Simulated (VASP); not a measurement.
# Pt2S (I4/mmm) in VASP: a series of runs

Runs on Pt2S. Level: PBE. Tasks: single point, relaxation of cell and atoms.

Everything below comes from runs of VASP 6.6.1. Logs are shortened: lines on timing, memory, paths and dates and some standing lists are left out, and cuts for length are marked.

**1. The cell of the first run**

Symmetry: I4/mmm, No. 139, tetragonal system. Conventional cell: a = 3.031 Å, b = 3.031 Å, c = 9.976 Å, α = 90.00°, β = 90.00°, γ = 90.00°. Within 3.5 Å of Pt (site symmetry 4mm) lie 5 S at 2.64 to 3.45 Å and 9 Pt at 2.87 to 3.08 Å. Within 3.5 Å of S (site symmetry 4/mmm) lie 10 Pt at 2.64 to 3.45 Å and 4 S at 3.03 Å.

**2. Single point, PBE**

The input, INCAR:

```
ALGO = Normal
EDIFF = 1E-6
ENCUT = 520
GGA = PE
ISIF = 2
ISMEAR = 0
LASPH = T
LCHARG = T
LELF = T
LREAL = F
LVHAR = T
LWAVE = F
NBANDS = 20
NELM = 60
PREC = Accurate
SIGMA = 0.1
```

The input, KPOINTS:

```
k-points
0
Gamma
  8 8 8
```

The input, POSCAR:

```
Pt2S
1.0
   -1.5153301564      1.5153301564      4.9881201379
    1.5153301564     -1.5153301564      4.9881201379
    1.5153301564      1.5153301564     -4.9881201379
Pt S
2 1
Direct
    0.6542541253      0.6542541253      0.0000000000
    0.3457458747      0.3457458747      0.0000000000
    0.0000000000      0.0000000000      0.0000000000
```

Potentials or basis: VASP PAW PBE potentials, release 64 (Pt, S).

On the command line:

```sh
cat potpaw_PBE.64/Pt/POTCAR potpaw_PBE.64/S/POTCAR > POTCAR
mpirun -np 1 vasp_std > vasp.out
```

OUTCAR:

```text
EDIFF = 1E-6
   ENCUT = 520
   GGA = PE
   ISIF = 2
   ISMEAR = 0
   LASPH = T
   LREAL = F
   NELM = 60
   PREC = Accurate

 ion  position               nearest neighbor table
   1  0.654  0.654  0.000-   3 2.64   3 2.64   3 2.64   3 2.64   2 2.87   2 2.87   2 2.87   2 2.87
                             2 3.08
   2  0.346  0.346  0.000-   3 2.64   3 2.64   3 2.64   3 2.64   1 2.87   1 2.87   1 2.87   1 2.87
                             1 3.08
   3  0.000  0.000  0.000-   1 2.64   1 2.64   1 2.64   2 2.64   1 2.64   2 2.64   2 2.64   2 2.64

  LATTYP: Found a body centered tetragonal cell.
 ALAT       =     3.0306603128
 C/A-ratio  =     3.2917711806

  Lattice vectors:

 A1 = (  -1.5153301564,   1.5153301564,   4.9881201379)
 A2 = (   1.5153301564,  -1.5153301564,   4.9881201379)
 A3 = (   1.5153301564,   1.5153301564,  -4.9881201379)

Analysis of symmetry for initial positions (statically):
=====================================================================
 Subroutine PRICEL returns:
 Original cell was already a primitive cell.

 Routine SETGRP: Setting up the symmetry group for a
 body centered tetragonal supercell.

 Subroutine GETGRP returns: Found 16 space group operations
 (whereof 16 operations were pure point group operations)
 out of a pool of 16 trial point group operations.

The static configuration has the point symmetry D_4h.

Analysis of symmetry for dynamics (positions and initial velocities):
=====================================================================
 Subroutine PRICEL returns:
 Original cell was already a primitive cell.

 Routine SETGRP: Setting up the symmetry group for a
 body centered tetragonal supercell.

 Subroutine GETGRP returns: Found 16 space group operations
 (whereof 16 operations were pure point group operations)
 out of a pool of 16 trial point group operations.

The dynamic configuration has the point symmetry D_4h.

 Subroutine INISYM returns: Found 16 space group operations
 (whereof 16 operations are pure point group operations),
 and found     1 'primitive' translations

----------------------------------------------------------------------------------------

                                     Primitive cell

  volume of cell :      45.8154

  direct lattice vectors                    reciprocal lattice vectors
    -1.515330156  1.515330156  4.988120138     0.000000000  0.329961097  0.100238163
     1.515330156 -1.515330156  4.988120138     0.329961097  0.000000000  0.100238163
[... 80 lines left out ...]
   ICHARG =      2    charge: 1-file 2-atom 10-const
   ISPIN  =      1    spin polarized calculation?
   LNONCOLLINEAR =      F non collinear calculations
   LSORBIT =      F    spin-orbit coupling
   LASPH  =      T    aspherical Exc in radial PAW
   ENCUT  =  520.0 eV  38.22 Ry    6.18 a.u.  10.09 10.09 10.09*2*pi/ulx,y,z
   NELM   =     60;   NELMIN=  2; NELMDL= -5     # of ELM steps
   EDIFF  = 0.1E-05   stopping-criterion for ELM
   LREAL  =      F    real-space projection
   EDIFFG = 0.1E-04   stopping-criterion for IOM
   NSW    =      0    number of steps for IOM
   IBRION =     -1    ionic relax: 0-MD 1-quasi-New 2-CG
   NFREE  =      0    steps in history (QN), initial steepest desc. (CG)
   ISIF   =      2    stress and relaxation
   ISYM   =      2    0-nonsym 1-usesym 2-fastsym
   POTIM  = 0.5000    time-step for ionic-motion
   TEBEG  =    0.0;   TEEND  =   0.0 temperature during run
   PSTRESS=    0.0 pullay stress
   NELECT =      26.0000    total number of electrons
   NUPDOWN=      -1.0000    fix difference up-down
   EMIN   =  10.00;   EMAX   =-10.00  energy-range for DOS
   EFERMI =   0.00;   METHOD = LEGACY
   ISMEAR =     0;   SIGMA  =   0.10  broadening in eV -4-tet -1-fermi 0-gaus
   EFERMI_NEDOS =   21; number of points for ismear=-14 and -15
   IALGO  =     38    algorithm
   IMIX   =      4    mixing-type and parameters
     AMIX     =   0.40;   BMIX     =  1.00
     AMIX_MAG =   1.60;   BMIX_MAG =  1.00
  volume/ion in A,a.u.               =      15.27       103.06
  Fermi-wavevector in a.u.,A,eV,Ry     =   1.355383  2.561303 24.994772  1.837064
  Thomas-Fermi vector in A             =   2.482475
   LORBIT       =      0    0 simple, 1 ext, 2 COOP (PROOUT), +10 PAW based schemes
   GGA     = PE    functional components
   LHFCALC =     F    Hartree Fock is set to
   AEXX    =    0.0000 exact exchange contribution
   IVDW    =     0    specifies the selected vdW correction
   LEPSILON=     F    determine dielectric tensor
   LRPA    =     F    only Hartree local field effects (RPA)
 non-spin polarized calculation
 Gauss-broadening in eV      SIGMA  =   0.10
  energy-cutoff  :      520.00
  volume of cell :       45.82
 maximum number of plane-waves:      1262
   NGX = 21   NGY = 21   NGZ = 21

 number of electron      26.0000000 magnetization

 Free energy of the ion-electron system (eV)
  ---------------------------------------------------
  ext. energy  EPLUGINS =         0.00000000
  ---------------------------------------------------
  free energy    TOTEN  =       -15.44071383 eV

  energy without entropy =      -15.42894731  energy(sigma->0) =      -15.43483057

 E-fermi :  10.3313     XC(G=0): -12.7186

 val. band max:       10.3084500091   @ k =   0.2500  -0.0000   0.0000
 cond. band min:      10.3366794292   @ k =  -0.3750   0.1250   0.0000
 fundamental gap:      0.0282294201
 Fermi energy:        10.3312808741

 k-point     1 :       0.0000    0.0000    0.0000
  band No.  band energies     occupation
      1      -5.6181      2.00000
      2       2.5006      2.00000
      3       4.6599      2.00000
      4       5.2733      2.00000
      5       6.3089      2.00000
      6       6.4606      2.00000
[... 541 lines left out ...]
     19      20.2244      0.00000
     20      20.3816      0.00000

 [... further k-points ...]
[... 5 lines left out ...]
  --------------------------------------------------------------------------------------
  -------------------------------------------------------------------------------------
  Total       -0.1323651     -0.1323651     -0.1195517      0.0000000      0.0000000      0.0000000
  in kB       -4.6288436     -4.6288436     -4.1807570      0.0000000      0.0000000      0.0000000
  external PRESSURE =      -4.4794814 kB  Pullay stress =       0.0000000 kB

 VOLUME and BASIS-vectors are now :
 -----------------------------------------------------------------------------
  energy-cutoff  :      520.00
  volume of cell :       45.82
      direct lattice vectors                 reciprocal lattice vectors
    -1.515330156  1.515330156  4.988120138     0.000000000  0.329961097  0.100238163
     1.515330156 -1.515330156  4.988120138     0.329961097  0.000000000  0.100238163
     1.515330156  1.515330156 -4.988120138     0.329961097  0.329961097  0.000000000

 POSITION                                       TOTAL-FORCE (eV/Angst)
 -----------------------------------------------------------------------------------
      0.00000      0.00000      6.52700         0.000000      0.000000      0.005792
      0.00000      0.00000      3.44924        -0.000000     -0.000000     -0.005792
      0.00000      0.00000      0.00000        -0.000000     -0.000000     -0.000000
 -----------------------------------------------------------------------------------
    total drift:                                0.000000      0.000000     -0.000000

  FREE ENERGIE OF THE ION-ELECTRON SYSTEM (eV)
  ---------------------------------------------------
  free  energy   TOTEN  =       -15.4407138345 eV

  energy  without entropy=      -15.4289473085  energy(sigma->0) =      -15.43483057
```

It took 44 s on 1 thread of Intel Xeon 6975P-C (Granite Rapids), shared host; peak memory 0.25 GiB.

Results:

```yaml
Free_energy: -15.4407 eV
Pressure: -0.4 GPa
Largest_force: 0.006 eV/Å
Band_gap_on_the_k_mesh: zero (bands 13 and 14 overlap by 1.58 eV)
```

Forces on the atoms (eV/Å):
```
Pt   0.000  0.000  0.006
Pt   0.000  0.000 -0.006
S    0.000  0.000  0.000
```

Caveat: spin-orbit coupling is left out, which moves the levels of the heavy elements.

**3. Relaxation of cell and atoms, PBE**

This run uses another cell than the first one, of 16.55 Å³/atom.

The input, INCAR:

```
SYSTEM = Pt2S
PREC     = Accurate       ! precision mode
ENCUT    = 600            ! plane-wave cutoff, eV
EDIFF    = 1E-6           ! SCF threshold, eV
ISMEAR   = 0              ! smearing method
SIGMA    = 0.1            ! smearing width, eV
LREAL    = .False.        ! projectors in reciprocal space
LASPH    = .True.         ! aspherical terms in the spheres
NELM     = 60             ! most SCF steps
ALGO     = Normal         ! electronic algorithm
ISIF     = 3              ! what is computed and relaxed
LWAVE    = .False.        ! write WAVECAR
LCHARG   = .False.        ! write CHGCAR
GGA      = PE             ! functional
IBRION   = 2              ! ionic algorithm
NSW      = 90             ! ionic steps
EDIFFG   = -0.04          ! ionic threshold
```

The input, KPOINTS:

```
regular mesh
0
Gamma
  8 8 8
  0 0 0
```

The input, POSCAR:

```
Pt2S
1.0
   -1.7166289832      1.7166289832      4.2111054745
    1.7166289832     -1.7166289832      4.2111054745
    1.7166289832      1.7166289832     -4.2111054745
Pt S
2 1
Direct
    0.6650000000      0.6650000000      0.0000000000
    0.3350000000      0.3350000000      0.0000000000
    0.0000000000      0.0000000000      0.0000000000
```

Potentials or basis: VASP PAW PBE potentials, release 64 (Pt, S).

On the command line:

```sh
cat potpaw_PBE.64/Pt/POTCAR potpaw_PBE.64/S/POTCAR > POTCAR
mpirun -np 1 vasp_std > vasp.out
```

It took 7.5 min on 1 thread of Intel Xeon 6975P-C (Granite Rapids), shared host; peak memory 0.29 GiB.

It converged, with:

```
Free energy                           : -15.4390 eV
Relaxed volume                        : 15.23 Å³/atom
Relaxed cell                          : a = 5.418 Å, b = 5.418 Å, c = 5.418 Å, α = 147.52°, β = 147.52°, γ = 46.60°
Space group after relaxing (to 0.1 Å) : I4/mmm (No. 139)
Energy gained by relaxing             : 159.5 meV/atom
Ionic steps                           : 17
Pressure after relaxing               : 0.1 GPa
Largest force after relaxing          : 0.008 eV/Å
Band gap on the k mesh                : zero (bands 13 and 14 overlap by 1.59 eV)
```

Forces on the atoms (eV/Å):
```
Pt   0.000  0.000 -0.008
Pt   0.000  0.000  0.008
S    0.000  0.000  0.000
```

Stress tensor (GPa, compression positive):
```
0.10 0.00 0.00
0.00 0.10 0.00
0.00 0.00 0.22
```

Step by step:
```csv
step,energy change (eV),largest force (eV/Å),pressure (GPa),volume (Å³)
1,0.0000,0.1782,-9.27,49.64
2,0.0544,0.7342,17.35,43.06
3,-0.1077,0.1548,0.61,46.48
4,-0.1473,0.4518,0.64,46.33
5,-0.2751,0.7563,1.96,45.73
6,-0.4000,0.6865,9.46,43.87
7,-0.4123,0.6107,8.58,44.03
8,-0.4345,0.3903,6.03,44.50
9,-0.4138,0.0015,1.90,45.38
10,-0.4375,0.2683,4.77,44.75
11,-0.4446,0.2766,4.11,44.89
12,-0.4601,0.2983,2.24,45.29
13,-0.4679,0.3242,-1.15,46.09
14,-0.4686,0.3206,-0.46,45.91
15,-0.4705,0.2907,-0.40,45.89
16,-0.4750,0.1986,-0.28,45.83
17,-0.4786,0.0083,0.14,45.70
```

Final structure:
```
Pt S
1.0
    -1.51524    1.51524    4.97580
     1.51524   -1.51524    4.97580
     1.51524    1.51524   -4.97580
Pt S
2 1
Direct
  0.65436 0.65436 0.00000
  0.34564 0.34564 0.00000
  0.00000 0.00000 0.00000
```

Levels at points of the mesh, in eV from the Fermi level:
```tsv
k point	band 10	band 11	band 12	band 13	band 14	band 15	band 16	band 17
(0.00, 0.00, 0.00)	-2.91	-2.10	-1.79	-1.03	1.46	1.46	5.62	7.37
(0.50, 0.00, 0.00)	-1.79	-1.68	-0.94	-0.50	1.18	1.48	4.35	4.82
(0.50, 0.50, 0.00)	-1.14	-0.50	-0.46	1.13	1.34	1.89	2.05	5.63
(0.50, 0.50, 0.50)	-1.19	-1.19	-1.18	-0.37	-0.27	-0.27	2.37	6.80
```

Caveat: spin-orbit coupling is left out, which moves the levels of the heavy elements.

(Continued in part 2 of 2.)

The gap in the log of VASP goes by the Fermi energy; the results here count the filled bands.